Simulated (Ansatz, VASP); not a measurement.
# One calculation of Ti, two programs

The input INCAR:

```
  PREC = Accurate
  ENCUT = 520
  EDIFF = 1E-7
  ISMEAR = -1
  SIGMA = 0.1
  LREAL = False
  LASPH = True
  NELM = 60
  ALGO = Normal
  ISIF = 2
  LWAVE = False
  LCHARG = False
  GGA = RP
  NBANDS = 12
```

The input KPOINTS:

```
Automatic mesh
0
Gamma
  15 15 15
```

The input POSCAR:

```
Ti
1.0
    0.0000000000      2.1586757777      2.1586757777
    2.1586757777      0.0000000000      2.1586757777
    2.1586757777      2.1586757777      0.0000000000
Ti
1
Direct
    0.0000000000      0.0000000000      0.0000000000
```

Input for Ansatz:

```yaml
crystal:
  lattice:
    - [0.0, 2.1586757777, 2.1586757777]
    - [2.1586757777, 0.0, 2.1586757777]
    - [2.1586757777, 2.1586757777, 0.0]
  atoms:
    - { symbol: Ti, position: [0.0, 0.0, 0.0] }
hamiltonian:
  xc: rpbe
  pseudopotentials:
    kind: paw
    azcp:
      Ti: "pseudopotentials/Ti.paw.azcp"
basis:
  ecutwfc: 420
  fft_grid_basis: typed
kpoints:
  mp_grid: { grid: [15, 15, 15], shift: [0, 0, 0] }
magnetization:
  spin_polarized: false
scf:
  occupations: { method: fermi_dirac, width: 0.1 }
  lower_state_search: "off"
output:
  stress: true
```

Alike in both runs: task single point; functional RPBE; k mesh 15 × 15 × 15; occupations fermi-dirac, width 0.1 eV; no spin polarisation.

```csv
,VASP,Ansatz
version,VASP 6.6.1,Ansatz 0.2.0
potentials or method,"VASP PAW PBE potentials, release 64 (Ti_sv), cutoff 520 eV","plane waves (420 eV) with PAW, scalar-relativistic"
valence electrons in the cell,12,12
```

|  | VASP | Ansatz | Ansatz less VASP |
| --- | --- | --- | --- |
| pressure (GPa) | -9.4 | -9.3 | +0.13 |

VASP's potentials were made for PBE, not for RPBE.
